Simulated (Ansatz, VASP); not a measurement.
Two plane-wave programs on AlN

File INCAR:

```
ALGO     = Normal         # electronic algorithm
EDIFF    = 1E-6           # SCF threshold, eV
ENCUT    = 520            # plane-wave cutoff, eV
GGA      = PS             # functional
ISIF     = 2              # what is computed and relaxed
ISMEAR   = 0              # smearing method
LASPH    = T              # aspherical terms in the spheres
LCHARG   = T              # write CHGCAR
LELF     = T              # ELF
LREAL    = F              # projectors in reciprocal space
LVHAR    = T            
LWAVE    = F              # write WAVECAR
NBANDS   = 16             # bands
NELM     = 80             # most SCF steps
PREC     = Accurate       # precision mode
SIGMA    = 0.05           # smearing width, eV
```

Contents of KPOINTS:

```
k-points
0
Gamma
  9 9 6
```

The input POSCAR:

```
AlN
1.0
    3.3609000000      0.0000000000      0.0000000000
   -1.6804500000      2.9106247796      0.0000000000
    0.0000000000      0.0000000000      4.0158000000
Al N
2 2
Direct
    0.3333333333      0.6666666667      0.7500000000
    0.6666666667      0.3333333333      0.2500000000
    0.3333333333      0.6666666667      0.2500000000
    0.6666666667      0.3333333333      0.7500000000
```

Input for Ansatz:

```yaml
crystal:
  lattice:
    - [3.3609, 0.0, 0.0]
    - [-1.68045, 2.9106247796, 0.0]
    - [0.0, 0.0, 4.0158]
  atoms:
    - { symbol: Al, position: [0.3333333333, 0.6666666667, 0.75] }
    - { symbol: Al, position: [0.6666666667, 0.3333333333, 0.25] }
    - { symbol: "N", position: [0.3333333333, 0.6666666667, 0.25] }
    - { symbol: "N", position: [0.6666666667, 0.3333333333, 0.75] }
basis:
  ecutwfc: 520.0
kpoints:
  mp_grid: { grid: [9, 9, 6] }
hamiltonian:
  xc: pbesol
  pseudopotentials: { kind: paw, azcp: { folder: soft_1 } }
scf:
  occupations: { method: gaussian, width: 0.05 }
output:
  forces: true
  stress: true
  eigenvalues: true
```

Alike in both runs: task single point; functional PBEsol; k mesh 9 × 9 × 6; occupations gaussian, width 0.05 eV; no spin polarisation.

|  | VASP | Ansatz |
| --- | --- | --- |
| version | VASP 6.6.1 | Ansatz 0.2.0 |
| potentials or method | VASP PAW PBE potentials, release 64 (Al, N), cutoff 520 eV | scalar-relativistic, plane waves, PAW |
| valence electrons in the cell | 16 | 16 |

VASP gave:

* gap on the k mesh at the Fermi level (eV): 3.44
* least direct gap on the mesh (eV): 3.44
* pressure (GPa): -1.3
* traceless stress, the component that is largest in VASP (GPa): 6.99

Question: Estimate Ansatz's values.

Answer: gap on the k mesh at the Fermi level (eV): 3.42; least direct gap on the mesh (eV): 3.42; pressure (GPa): -1.4; traceless stress, the component that is largest in VASP (GPa): 6.91.

VASP's potentials were made for PBE, not for PBEsol, and Ansatz warns of the same on its side.
